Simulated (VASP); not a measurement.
A run of VASP 6.6.1:

The input INCAR:

```
SYSTEM = CdS
  PREC = Accurate
  ENCUT = 520
  EDIFF = 1E-6
  ISMEAR = -1
  SIGMA = 0.05
  LREAL = .False.
  LASPH = .True.
  NELM = 80
  ALGO = Normal
  ISIF = 2
  LWAVE = .False.
  LCHARG = .True.
  GGA = PE
  LELF = .True.
  LVHAR = .True.
  NBANDS = 16
```

File KPOINTS:

```
regular mesh
0
Gamma
  8 8 8
  0 0 0
```

Contents of POSCAR:

```
CdS
1.0
    0.0000000000      2.6970395763      2.6970395763
    2.6970395763      0.0000000000      2.6970395763
    2.6970395763      2.6970395763      0.0000000000
Cd S
1 1
Direct
    0.0000000000      0.0000000000      0.0000000000
    0.5000000000      0.5000000000      0.5000000000
```

Potentials or basis: VASP PAW PBE potentials, release 64 (Cd, S).

Launch:

```bash
$ cat potpaw_PBE.64/Cd/POTCAR potpaw_PBE.64/S/POTCAR > POTCAR
$ mpirun -np 1 vasp_std > vasp.out
```

Hardware: 1 thread of AMD EPYC 9R45 96-Core Processor (Zen 5), with other jobs on the host.

Task: Estimate the wall time of this run.

Result: Run time: 9.9 s on 1 thread of AMD EPYC 9R45 96-Core Processor (Zen 5), with other jobs on the host, peak memory 0.13 GiB. Counts: scf iterations 13, k points 29.
